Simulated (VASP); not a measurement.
# GaNi in VASP: a series of runs

The runs below take GaNi through single point, relaxation of the atoms, with LDA.

Everything below comes from runs of VASP 6.6.1. Logs are shortened: lines on timing, memory, paths and dates and some standing lists are left out, and cuts for length are marked.

## Step 1: The cell of the first run

The structure is cubic, space group Pm-3m (No. 221). Conventional cell: a = 2.886 Å, b = 2.886 Å, c = 2.886 Å, α = 90.00°, β = 90.00°, γ = 90.00°. Within 3.3 Å of Ga (site symmetry m-3m) lie 8 Ni at 2.50 Å and 6 Ga at 2.89 Å. Within 3.3 Å of Ni (site symmetry m-3m) lie 8 Ga at 2.50 Å and 6 Ni at 2.89 Å.

## Step 2: Single point, LDA, collinear spin, ferromagnetic start

INCAR reads:

```
  PREC = Accurate
  ENCUT = 520
  EDIFF = 1E-6
  ISMEAR = -1
  SIGMA = 0.15
  LREAL = False
  LASPH = True
  NELM = 150
  ALGO = Normal
  ISIF = 2
  LWAVE = False
  LCHARG = False
  ISPIN = 2
  MAGMOM = 0 1.5
  LORBIT = 11
  LMAXMIX = 4
  NBANDS = 22
```

KPOINTS reads:

```
regular mesh
0
Gamma
  7 7 7
```

POSCAR reads:

```
GaNi
1.0
    2.8860000000      0.0000000000      0.0000000000
    0.0000000000      2.8860000000      0.0000000000
    0.0000000000      0.0000000000      2.8860000000
Ga Ni
1 1
Direct
    0.0086495401      0.0000000000      0.0000000000
    0.5086754799      0.5000000000      0.5000000000
```

Potentials or basis: VASP PAW LDA potentials, release 64 (Ga_d, Ni).

Command:

```
$ cat potpaw_LDA.64/Ga_d/POTCAR potpaw_LDA.64/Ni/POTCAR > POTCAR
$ mpirun -np 1 vasp_std > vasp.out
```

OUTCAR:

```text
PREC = Accurate
   ENCUT = 520
   EDIFF = 1E-6
   ISMEAR = -1
   LREAL = False
   LASPH = True
   NELM = 150
   ISIF = 2
   ISPIN = 2
   LORBIT = 11

 ion  position               nearest neighbor table
   1  0.009  0.000  0.000-   2 2.50   2 2.50   2 2.50   2 2.50   2 2.50   2 2.50   2 2.50   2 2.50

   2  0.509  0.500  0.500-   1 2.50   1 2.50   1 2.50   1 2.50   1 2.50   1 2.50   1 2.50   1 2.50

  LATTYP: Found a simple cubic cell.
 ALAT       =     2.8860000000

  Lattice vectors:

 A1 = (   2.8860000000,   0.0000000000,   0.0000000000)
 A2 = (   0.0000000000,   2.8860000000,   0.0000000000)
 A3 = (   0.0000000000,   0.0000000000,   2.8860000000)

Analysis of symmetry for initial positions (statically):
=====================================================================
 Subroutine PRICEL returns:
 Original cell was already a primitive cell.

 Routine SETGRP: Setting up the symmetry group for a
 simple cubic supercell.

 Subroutine GETGRP returns: Found  8 space group operations
 (whereof  8 operations were pure point group operations)
 out of a pool of 48 trial point group operations.

The static configuration has the point symmetry C_4v.

Analysis of symmetry for dynamics (positions and initial velocities):
=====================================================================
 Subroutine PRICEL returns:
 Original cell was already a primitive cell.

 Routine SETGRP: Setting up the symmetry group for a
 simple cubic supercell.

 Subroutine GETGRP returns: Found  8 space group operations
 (whereof  8 operations were pure point group operations)
 out of a pool of 48 trial point group operations.

The dynamic configuration has the point symmetry C_4v.

Analysis of structural, dynamic, and magnetic symmetry:
=====================================================================
 Subroutine PRICEL returns:
 Original cell was already a primitive cell.

 Routine SETGRP: Setting up the symmetry group for a
 simple cubic supercell.

 Subroutine GETGRP returns: Found  8 space group operations
 (whereof  8 operations were pure point group operations)
 out of a pool of 48 trial point group operations.

The overall configuration has the point symmetry C_4v.

 Subroutine INISYM returns: Found  8 space group operations
 (whereof  8 operations are pure point group operations),
 and found     1 'primitive' translations

----------------------------------------------------------------------------------------

                                     Primitive cell

  volume of cell :      24.0375

  direct lattice vectors                    reciprocal lattice vectors
     2.886000000  0.000000000  0.000000000     0.346500347  0.000000000  0.000000000
     0.000000000  2.886000000  0.000000000     0.000000000  0.346500347  0.000000000
     0.000000000  0.000000000  2.886000000     0.000000000  0.000000000  0.346500347

  length of vectors
     2.886000000  2.886000000  2.886000000     0.346500347  0.346500347  0.346500347

  position of ions in fractional coordinates (direct lattice)
     0.008649540  0.000000000  0.000000000
     0.508675480  0.500000000  0.500000000

  ion indices of the primitive-cell ions
   primitive index   ion index
                 1           1
                 2           2

----------------------------------------------------------------------------------------

 KPOINTS: regular mesh

Automatic generation of k-mesh.
 Grid dimensions read from file:
 generate k-points for:    7    7    7

 Generating k-lattice:

  Cartesian coordinates                     Fractional coordinates (reciprocal lattice)
     0.049500050  0.000000000  0.000000000     0.142857143  0.000000000  0.000000000
     0.000000000  0.049500050  0.000000000     0.000000000  0.142857143  0.000000000
     0.000000000  0.000000000  0.049500050     0.000000000  0.000000000  0.142857143

  Length of vectors
     0.049500050  0.049500050  0.049500050

  Shift w.r.t. Gamma in fractional coordinates (k-lattice)
     0.000000000  0.000000000  0.000000000

 Subroutine IBZKPT returns following result:
 ===========================================

 Found     40 irreducible k-points:

 Following reciprocal coordinates:
            Coordinates               Weight
  0.000000  0.000000  0.000000      1.000000
  0.142857  0.000000  0.000000      2.000000
  0.000000  0.142857  0.000000      4.000000
  0.285714  0.000000  0.000000      2.000000
  0.000000  0.285714  0.000000      4.000000
  0.428571  0.000000  0.000000      2.000000
[... 16 lines left out ...]
  0.142857  0.142857  0.142857      8.000000
  0.285714  0.142857  0.142857      8.000000
 [... further k-points ...]
   k-points           NKPTS =     40   k-points in BZ     NKDIM =     40   number of bands    NBANDS=     22
   number of dos      NEDOS =    301   number of ions     NIONS =      2
   total plane-waves  NPLWV =  13824
   dimension x,y,z NGX =    24 NGY =   24 NGZ =   24
   dimension x,y,z NGXF=    48 NGYF=   48 NGZF=   48
   ions per type =               1   1
   NGX,Y,Z   is equivalent  to a cutoff of  13.83, 13.83, 13.83 a.u.
   NGXF,Y,Z  is equivalent  to a cutoff of  27.65, 27.65, 27.65 a.u.
 SYSTEM =  unknown system
   PREC   = accura    normal or accurate (medium, high low for compatibility)
   ISTART =      0    job   : 0-new  1-cont  2-samecut
   ICHARG =      2    charge: 1-file 2-atom 10-const
   ISPIN  =      2    spin polarized calculation?
   LNONCOLLINEAR =      F non collinear calculations
   LSORBIT =      F    spin-orbit coupling
   LASPH  =      T    aspherical Exc in radial PAW
   ENCUT  =  520.0 eV  38.22 Ry    6.18 a.u.   5.37  5.37  5.37*2*pi/ulx,y,z
   NELM   =    150;   NELMIN=  2; NELMDL= -5     # of ELM steps
   EDIFF  = 0.1E-05   stopping-criterion for ELM
   LREAL  =      F    real-space projection
   EDIFFG = 0.1E-04   stopping-criterion for IOM
   NSW    =      0    number of steps for IOM
   IBRION =     -1    ionic relax: 0-MD 1-quasi-New 2-CG
   NFREE  =      0    steps in history (QN), initial steepest desc. (CG)
   ISIF   =      2    stress and relaxation
   ISYM   =      2    0-nonsym 1-usesym 2-fastsym
   POTIM  = 0.5000    time-step for ionic-motion
   TEBEG  =    0.0;   TEEND  =   0.0 temperature during run
   PSTRESS=    0.0 pullay stress
   NELECT =      23.0000    total number of electrons
   NUPDOWN=      -1.0000    fix difference up-down
   EMIN   =  10.00;   EMAX   =-10.00  energy-range for DOS
   EFERMI =   0.00;   METHOD = LEGACY
   ISMEAR =    -1;   SIGMA  =   0.15  broadening in eV -4-tet -1-fermi 0-gaus
   EFERMI_NEDOS =   21; number of points for ismear=-14 and -15
   IALGO  =     38    algorithm
   IMIX   =      4    mixing-type and parameters
     AMIX     =   0.40;   BMIX     =  1.00
     AMIX_MAG =   1.60;   BMIX_MAG =  1.00
  volume/ion in A,a.u.               =      12.02        81.11
  Fermi-wavevector in a.u.,A,eV,Ry     =   1.613198  3.048503 35.407925  2.602409
  Thomas-Fermi vector in A             =   2.708306
   LORBIT       =     11    0 simple, 1 ext, 2 COOP (PROOUT), +10 PAW based schemes
   GGA     = CA    functional components
   LHFCALC =     F    Hartree Fock is set to
   AEXX    =    0.0000 exact exchange contribution
   IVDW    =     0    specifies the selected vdW correction
   LEPSILON=     F    determine dielectric tensor
   LRPA    =     F    only Hartree local field effects (RPA)
 spin polarized calculation
  energy-cutoff  :      520.00
  volume of cell :       24.04
 maximum number of plane-waves:       663
 NGX is ok and might be reduce to    24
   NGX = 11   NGY = 11   NGZ = 11

 number of electron      23.0000009 magnetization       0.0040329

 number of electron      23.0000009 magnetization      -0.0011865

 Free energy of the ion-electron system (eV)
  ---------------------------------------------------
  ext. energy  EPLUGINS =         0.00000000
  ---------------------------------------------------
  free energy    TOTEN  =       -11.07598176 eV

  energy without entropy =      -11.02289586  energy(sigma->0) =      -11.04943881

 E-fermi :   9.3163     XC(G=0): -13.4398

 val. band max:        9.2329645609   @ k =   0.2857   0.0000   0.0000
 cond. band min:       9.3991324757   @ k =   0.2857   0.4286   0.2857
 fundamental gap:      0.1661679147
 Fermi energy:         9.3162989143

 spin component 1

 k-point     1 :       0.0000    0.0000    0.0000
  band No.  band energies     occupation
      1      -6.1466      1.00000
      2      -6.1466      1.00000
      3      -5.8130      1.00000
      4      -5.8130      1.00000
      5      -5.8130      1.00000
      6      -2.9771      1.00000
[... 14 lines left out ...]
     21      33.4505      0.00000
     22      33.4505      0.00000
[... 552 lines left out ...]
  band No.  band energies     occupation
      1      -6.0409      1.00000
      2      -5.9449      1.00000
      3      -5.9142      1.00000
      4      -5.8995      1.00000
      5      -5.8468      1.00000
      6      -0.7367      1.00000
[... 14 lines left out ...]
     21      31.3589      0.00000
     22      33.0118      0.00000

 [... further k-points ...]

 spin component 2

 k-point     1 :       0.0000    0.0000    0.0000
  band No.  band energies     occupation
      1      -6.1464      1.00000
      2      -6.1464      1.00000
      3      -5.8129      1.00000
      4      -5.8129      1.00000
      5      -5.8129      1.00000
      6      -2.9769      1.00000
[... 14 lines left out ...]
     21      33.4505      0.00000
     22      33.4505      0.00000
[... 552 lines left out ...]
  band No.  band energies     occupation
      1      -6.0408      1.00000
      2      -5.9447      1.00000
      3      -5.9141      1.00000
      4      -5.8994      1.00000
      5      -5.8467      1.00000
      6      -0.7365      1.00000
[... 14 lines left out ...]
     21      31.3590      0.00000
     22      33.0119      0.00000

 [... further k-points ...]

------------------------ aborting loop because EDIFF is reached ----------------------------------------

  FORCE on cell =-STRESS in cart. coord.  units (eV):
  Direction    XX          YY          ZZ          XY          YZ          ZX
  --------------------------------------------------------------------------------------
  -------------------------------------------------------------------------------------
  Total       -1.0957705     -1.0963963     -1.0963963      0.0000000      0.0000000      0.0000000
  in kB      -73.0367116    -73.0784198    -73.0784198      0.0000000      0.0000000      0.0000000
  external PRESSURE =     -73.0645170 kB  Pullay stress =       0.0000000 kB

 VOLUME and BASIS-vectors are now :
 -----------------------------------------------------------------------------
  energy-cutoff  :      520.00
  volume of cell :       24.04
      direct lattice vectors                 reciprocal lattice vectors
     2.886000000  0.000000000  0.000000000     0.346500347  0.000000000  0.000000000
     0.000000000  2.886000000  0.000000000     0.000000000  0.346500347  0.000000000
     0.000000000  0.000000000  2.886000000     0.000000000  0.000000000  0.346500347

 POSITION                                       TOTAL-FORCE (eV/Angst)
 -----------------------------------------------------------------------------------
      0.02496      0.00000      0.00000         0.000404      0.000000     -0.000000
      1.46804      1.44300      1.44300        -0.000404     -0.000000      0.000000
 -----------------------------------------------------------------------------------
    total drift:                               -0.000400      0.000000     -0.000000

  FREE ENERGIE OF THE ION-ELECTRON SYSTEM (eV)
  ---------------------------------------------------
  free  energy   TOTEN  =       -11.0759817556 eV

  energy  without entropy=      -11.0228958610  energy(sigma->0) =      -11.04943881

 total charge

# of ion       s       p       d       tot
------------------------------------------
    1        0.852   0.871  10.039  11.762
    2        0.437   0.474   8.514   9.425
--------------------------------------------------
tot          1.289   1.345  18.553  21.187

 magnetization (x)

# of ion       s       p       d       tot
------------------------------------------
    1        0.000   0.000   0.000   0.000
    2       -0.000   0.000  -0.000  -0.000
--------------------------------------------------
tot          0.000   0.000  -0.000  -0.000
```

It took 31 s on 1 thread of AMD EPYC 7R13 (Zen 3), shared host; peak memory 0.13 GiB.

Results:

```
Free energy                                           : -11.0760 eV
Pressure                                              : -7.3 GPa
Net moment                                            : 0.00 μB per cell
Valence electrons inside the program's atomic spheres : Ga 11.76; Ni 9.43
```

Levels at points of the mesh, in eV from the Fermi level:
Spin up:
```
           k point  band 7  band 8  band 9  band 10  band 11  band 12  band 13  band 14  band 15  band 16
(0.00, 0.00, 0.00)   -3.02   -3.02   -1.55    -1.55    -1.55     4.80     4.80     4.80    10.61    10.61
```
Spin down:
| k point | band 7 | band 8 | band 9 | band 10 | band 11 | band 12 | band 13 | band 14 | band 15 | band 16 |
| --- | --- | --- | --- | --- | --- | --- | --- | --- | --- | --- |
| (0.00, 0.00, 0.00) | -3.02 | -3.02 | -1.55 | -1.55 | -1.55 | 4.80 | 4.80 | 4.80 | 10.61 | 10.61 |

Caveat: the cell stands under tension.

## Step 3: Relaxation of the atoms, LDA, collinear spin, ferromagnetic start

INCAR reads:

```
PREC = Accurate ; ENCUT = 520
EDIFF = 1E-6 ; ISMEAR = -1
SIGMA = 0.15 ; LREAL = F
LASPH = T ; NELM = 150
ALGO = Normal ; ISIF = 2
LWAVE = F ; LCHARG = F
ISPIN = 2 ; MAGMOM = 0 1.5
LORBIT = 11 ; LMAXMIX = 4
IBRION = 2 ; NSW = 60
EDIFFG = -0.01
```

KPOINTS is that of step 2.

POSCAR reads:

```
GaNi
1.0
    2.8860000000      0.0000000000      0.0000000000
    0.0000000000      2.8860000000      0.0000000000
    0.0000000000      0.0000000000      2.8860000000
Ga Ni
1 1
Direct
    0.0173250200      0.0000000000      0.0000000000
    0.5000000000      0.5000000000      0.5000000000
```

Potentials or basis: VASP PAW LDA potentials, release 64 (Ga_d, Ni).

Command:

```
$ cat potpaw_LDA.64/Ga_d/POTCAR potpaw_LDA.64/Ni/POTCAR > POTCAR
$ mpirun -np 1 vasp_std > vasp.out
```

OUTCAR:

```text
PREC = Accurate
   ENCUT = 520
   EDIFF = 1E-6
   ISMEAR = -1
   LREAL = F
   LASPH = T
   NELM = 150
   ISIF = 2
   ISPIN = 2
   LORBIT = 11
   IBRION = 2
   NSW = 60
   EDIFFG = -0.01

 ion  position               nearest neighbor table
   1  0.017  0.000  0.000-   2 2.47   2 2.47   2 2.47   2 2.47   2 2.53   2 2.53   2 2.53   2 2.53

   2  0.500  0.500  0.500-   1 2.47   1 2.47   1 2.47   1 2.47   1 2.53   1 2.53   1 2.53   1 2.53

  LATTYP: Found a simple cubic cell.
 ALAT       =     2.8860000000

  Lattice vectors:

 A1 = (   2.8860000000,   0.0000000000,   0.0000000000)
 A2 = (   0.0000000000,   2.8860000000,   0.0000000000)
 A3 = (   0.0000000000,   0.0000000000,   2.8860000000)

Analysis of symmetry for initial positions (statically):
=====================================================================
 Subroutine PRICEL returns:
 Original cell was already a primitive cell.

 Routine SETGRP: Setting up the symmetry group for a
[... 275 lines left out ...]
 fundamental gap:      0.1668719587
 Fermi energy:         9.3165113440

 spin component 1

 k-point     1 :       0.0000    0.0000    0.0000
  band No.  band energies     occupation
      1      -6.1465      1.00000
      2      -6.1465      1.00000
      3      -5.8130      1.00000
      4      -5.8130      1.00000
      5      -5.8130      1.00000
      6      -2.9770      1.00000
[... 435 lines left out ...]
      5      -5.8468      1.00000
      6      -0.7366      1.00000
[... 8 lines left out ...]
     15      21.9583      0.00000
     16      22.0053      0.00000

 [... further k-points ...]

 spin component 2

 k-point     1 :       0.0000    0.0000    0.0000
  band No.  band energies     occupation
      1      -6.1465      1.00000
      2      -6.1465      1.00000
      3      -5.8130      1.00000
      4      -5.8130      1.00000
      5      -5.8130      1.00000
      6      -2.9770      1.00000
[... 476 lines left out ...]
  FREE ENERGIE OF THE ION-ELECTRON SYSTEM (eV)
  ---------------------------------------------------
  free  energy   TOTEN  =       -11.0759815856 eV

  energy  without entropy=      -11.0228892452  energy(sigma->0) =      -11.04943542

 reached required accuracy - stopping structural energy minimisation

 total charge

# of ion       s       p       d       tot
------------------------------------------
    1        0.852   0.871  10.039  11.762
    2        0.437   0.474   8.514   9.425
--------------------------------------------------
tot          1.289   1.345  18.553  21.187

 magnetization (x)

# of ion       s       p       d       tot
------------------------------------------
    1        0.000   0.000   0.000   0.000
    2       -0.000   0.000  -0.000  -0.000
--------------------------------------------------
tot         -0.000   0.000  -0.000  -0.000
```

OSZICAR:

```text
N       E                     dE             d eps       ncg     rms          rms(c)
DAV:   1     0.892200131629E+02    0.89220E+02   -0.11835E+04  2832   0.260E+03
DAV:   2    -0.772327175587E+01   -0.96943E+02   -0.94742E+02  2672   0.325E+02
DAV:   3    -0.117863090330E+02   -0.40630E+01   -0.40501E+01  2904   0.725E+01
[... 22 lines left out ...]
DAV:   2    -0.110760269886E+02   -0.19673E-02   -0.21785E-02  2912   0.190E+00    0.651E-02
DAV:   3    -0.110760393914E+02   -0.12403E-04   -0.84044E-04  3888   0.386E-01    0.563E-02
DAV:   4    -0.110759885781E+02    0.50813E-04   -0.12127E-04  3056   0.175E-01    0.184E-02
DAV:   5    -0.110759816826E+02    0.68954E-05   -0.11400E-05  3040   0.292E-02    0.184E-03
DAV:   6    -0.110759815856E+02    0.97035E-07   -0.38690E-07  1592   0.968E-03
   3 F= -.11075982E+02 E0= -.11049435E+02  d E =-.550525E-02  mag=    -0.0000
```

CONTCAR:

```text
GaNi
   1.00000000000000
     2.8860000000000001    0.0000000000000000    0.0000000000000000
     0.0000000000000000    2.8860000000000001    0.0000000000000000
     0.0000000000000000    0.0000000000000000    2.8860000000000001
  Ga              Ni
     1     1
Direct
     0.0086795396034200    0.0000000000000000    0.0000000000000000
     0.5086454803965812    0.5000000000000000    0.5000000000000000

  0.00000000E+00  0.00000000E+00  0.00000000E+00
  0.00000000E+00  0.00000000E+00  0.00000000E+00
```

Run time: 45 s. Hardware: 1 thread of AMD EPYC 7R13 (Zen 3), shared host; peak memory 0.12 GiB.

Results:

```
Free energy                                           : -11.0760 eV
Energy gained by relaxing                             : 2.8 meV/atom
Ionic steps                                           : 3
Pressure after relaxing                               : -7.4 GPa
Net moment                                            : 0.00 μB per cell
Valence electrons inside the program's atomic spheres : Ga 11.76; Ni 9.43
```

The path:
| step | energy change (eV) | largest force (eV/Å) | pressure (GPa) |
| --- | --- | --- | --- |
| 1 | 0.0000 | 0.2205 | -7.24 |
| 2 | -0.0037 | 0.1265 | -7.36 |
| 3 | -0.0055 | 0.0003 | -7.41 |

Final structure:
```cif
data_structure
_symmetry_space_group_name_H-M 'P 1'
_symmetry_Int_Tables_number 1
_cell_length_a 2.8860
_cell_length_b 2.8860
_cell_length_c 2.8860
_cell_angle_alpha 90.000
_cell_angle_beta 90.000
_cell_angle_gamma 90.000
_cell_volume 24.04
loop_
_atom_site_label
_atom_site_type_symbol
_atom_site_fract_x
_atom_site_fract_y
_atom_site_fract_z
_atom_site_occupancy
Ga1 Ga 0.00868 0.00000 0.00000 1
Ni1 Ni 0.50865 0.50000 0.50000 1
```

Levels at points of the mesh, in eV from the Fermi level:
Spin up:
| k point | band 8 | band 9 | band 10 | band 11 | band 12 | band 13 | band 14 | band 15 |
| --- | --- | --- | --- | --- | --- | --- | --- | --- |
| (0.00, 0.00, 0.00) | -3.02 | -1.55 | -1.55 | -1.55 | 4.80 | 4.80 | 4.80 | 10.61 |
Spin down:
```csv
k point,band 7,band 8,band 9,band 10,band 11,band 12,band 13,band 14,band 15,band 16
"(0.00, 0.00, 0.00)",-3.02,-3.02,-1.55,-1.55,-1.55,4.80,4.80,4.80,10.61,10.61
```
